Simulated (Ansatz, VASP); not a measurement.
# WAu: VASP beside Ansatz

Contents of INCAR:

```
SYSTEM = WAu
AGGAC = 1.0
AGGAX = 1.0
ALDAC = 0.0
ALDAX = 1.0
ALGO = Fast
EDIFF = 1E-6
EDIFFG = -0.01
ENCUT = 600
GGA = B5
IBRION = 2
ISIF = 3
ISMEAR = -1
IVDW = 12
LASPH = .True.
LCHARG = .False.
LREAL = .False.
LWAVE = .False.
NELM = 80
NSW = 60
PREC = Accurate
SIGMA = 0.05
VDW_A1 = 0.4298
VDW_A2 = 4.2359
VDW_S6 = 1.0
VDW_S8 = 2.6996
```

The input KPOINTS:

```
k-points
0
Gamma
  8 8 8
  0 0 0
```

Contents of POSCAR:

```
WAu
1.0
    0.0000000000      2.9092100000      2.9092100000
    2.9092100000      0.0000000000      2.9092100000
    2.9092100000      2.9092100000      0.0000000000
W Au
1 1
Direct
    0.0000000000      0.0000000000      0.0000000000
    0.7500000000      0.7500000000      0.7500000000
```

File input.yaml:

```yaml
crystal:
  lattice:
    - [0.0, 2.90921, 2.90921]
    - [2.90921, 0.0, 2.90921]
    - [2.90921, 2.90921, 0.0]
  atoms:
    - { symbol: W, position: [0.0, 0.0, 0.0] }
    - { symbol: Au, position: [0.75, 0.75, 0.75] }
hamiltonian:
  xc: blyp
  pseudopotentials: { kind: paw }
  dispersion: d3bj
kpoints:
  mp_grid: { grid: [8, 8, 8] }
scf:
  occupations: { method: fermi_dirac, width: 0.05 }
output:
  forces: true
  stress: true
  eigenvalues: true
relax:
  f_tol: 0.01
  max_steps: 40
  cell: { stress_tol: 0.05 }
```

Alike in both runs: task relaxation of cell and atoms; functional BLYP; dispersion D3(BJ); k mesh 8 × 8 × 8; occupations fermi-dirac, width 0.05 eV; no spin polarisation.

```csv
,VASP,Ansatz
version,VASP 6.6.1,Ansatz 0.2.0
potentials or method,"VASP PAW PBE potentials, release 64 (W_sv, Au)",Ansatz PAW
plane-wave cutoff (eV),600,420
valence electrons in the cell,25,33
```

|  | VASP | Ansatz | Ansatz less VASP |
| --- | --- | --- | --- |
| gap on the k mesh at the Fermi level, each at its own relaxed structure (eV) | none | none | - |
| relaxed volume (Å³/atom) | 24.23 | 24.06 | -0.175 |
| relaxed cell length with the largest relative difference (Å) | 4.093 | 4.083 | -0.0099 |

VASP's potentials were made for PBE, not for BLYP. A gap of «none» marks a metal or a gap that the smearing closes. VASP's potentials hold 25 valence electrons a cell and Ansatz's 33, so a difference there can come from the potentials and not from the codes.

Neither program's run includes spin-orbit coupling. Noted on Ansatz's run: the plane-wave basis is chosen anew once the cell has moved, so the energies of steps on either side of that aren't comparable.
